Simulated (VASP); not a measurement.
**SrTl: vibrations by perturbation theory with PBEsol**

Crystal: SrTl.

```
CELL_PARAMETERS angstrom
4.01948 0.00000 0.00000
0.00000 4.01948 0.00000
0.00000 0.00000 4.01948
ATOMIC_POSITIONS crystal
Sr 0.00000 0.00000 0.00000
Tl 0.50000 0.50000 0.50000
```

| Item | Value |
| --- | --- |
| Program | VASP 6.6.1 |
| Task | vibrations by perturbation theory |
| Functional | PBEsol |
| Potentials or basis | VASP PAW PBE potentials, release 64 (Sr_sv, Tl_d) |
| Cutoff | 520 eV |
| k mesh | 8 × 8 × 8 |
| Occupations | fermi-dirac, width 0.1 eV |
| Spin | no spin polarisation |
| Dipole correction | no |
| Further INCAR settings | ALGO = Normal; EDIFF = 1e-08; NBANDS = 18; IBRION = 8; NSW = 1 |

```
Highest phonon frequency at Γ, LO-TO splitting left out : 94 cm⁻¹
```

Phonon frequencies in cm⁻¹ (negative: imaginary):
| q point | frequencies |
| --- | --- |
| (0.000, 0.000, 0.000) | 0 0 0 94 94 94 |

Wall time 9.1 min on 1 thread of Oxide Virtual Turin-like Processor, on a shared host, peak memory 0.31 GiB.
